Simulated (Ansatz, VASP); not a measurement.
# Two plane-wave programs on GaB2As3

```
Ga B As
1.0
     3.61383    0.00000    0.00000
     0.00000    3.61383    0.00000
     0.00000    0.00000    7.97631
Ga B As
1 2 3
Direct
  0.00000 0.00000 0.00000
  0.00000 0.50000 0.73650
  0.50000 0.00000 0.26350
  0.50000 0.50000 0.00000
  0.00000 0.50000 0.38350
  0.50000 0.00000 0.61650
```

Change from the starting cell: species swapped into the Zr2CuSb3 type (P-4m2, No. 115).

Alike in both runs: task relaxation of cell and atoms; functional PBE; k mesh 6 × 6 × 2; occupations gaussian, width 0.1 eV; no spin polarisation.

|  | VASP | Ansatz |
| --- | --- | --- |
| version | VASP 6.6.1 | Ansatz 0.2.0 |
| potentials or method | VASP PAW PBE potentials, release 64 (Ga_d, B, As), cutoff 600 eV | scalar-relativistic, plane waves, PAW |
| valence electrons in the cell | 34 | 64 |

```csv
,VASP,Ansatz,Ansatz less VASP
"gap on the k mesh at the Fermi level, each at its own relaxed structure (eV)",none,none,-
relaxed volume (Å³/atom),18.36,18.53,+0.166
relaxed length of the cell vector where the two differ most in proportion (Å),9.559,9.673,+0.1136
```

A gap of «none» marks a metal or a gap that the smearing closes. VASP's potentials hold 34 valence electrons a cell and Ansatz's 64, so a difference there can come from the potentials and not from the codes.

The k mesh is coarse, so the values compare programs but aren't converged.
